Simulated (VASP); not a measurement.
Write the native input for VASP 6.6.1 that does the following.

```yaml
Task: single point
Functional: PBEsol
Potentials_or_basis: VASP PAW PBE potentials, release 64 (Cu)
Cutoff: 520 eV
k_mesh: 20 × 20 × 14
Occupations: gaussian, width 0.1 eV
Spin: no spin polarisation
Dipole_correction: no
Further_INCAR_settings: ALGO = Fast; EDIFF = 1e-06; NBANDS = 18
```

The structure of Cu lies in POSCAR:

```
Cu
1.0
    1.7104379417      1.7104379417      0.0000000000
   -1.7995232511      1.7995232511      0.0000000000
    0.0000000000      0.0000000000      3.5990465023
Cu
2
Direct
    0.0000000000      0.0000000000      0.0000000000
    0.5000000000      0.5000000000      0.5000000000
```

This cell differs from its parent crystal: uniaxial strain along a: -4.0 %.

These files were run (other wordings do the same):

INCAR

```
SYSTEM = Cu
PREC     = Accurate       ! precision mode
ENCUT    = 520            ! plane-wave cutoff, eV
EDIFF    = 1E-6           ! SCF threshold, eV
ISMEAR   = 0              ! smearing method
SIGMA    = 0.1            ! smearing width, eV
LREAL    = .False.        ! projectors in reciprocal space
LASPH    = .True.         ! aspherical terms in the spheres
NELM     = 100            ! most SCF steps
ALGO     = Fast           ! electronic algorithm
ISIF     = 2              ! what is computed and relaxed
LWAVE    = .False.        ! write WAVECAR
LCHARG   = .False.        ! write CHGCAR
GGA      = PS             ! functional
NBANDS   = 18             ! bands
```

KPOINTS

```
regular mesh
0
Gamma
  20 20 14
  0 0 0
```

Potentials or basis: VASP PAW PBE potentials, release 64 (Cu).

Launch:

```console
$ cat potpaw_PBE.64/Cu/POTCAR > POTCAR
$ mpirun -np 1 vasp_std > vasp.out
```

Results of the run:

The pressure is 5.6 GPa. The band gap on the k mesh is zero (bands 11 and 12 overlap by 8.24 eV).

Caveat: the cell differs from its parent crystal (uniaxial strain along a: -4.0 %); the cell stands under pressure; the PAW data sets were made with another functional, which shifts forces and pressure a little.

It took 2.6 min on 1 thread of Intel(R) Xeon(R) 6975P-C (Granite Rapids) (shared host), peak memory 0.39 GiB.
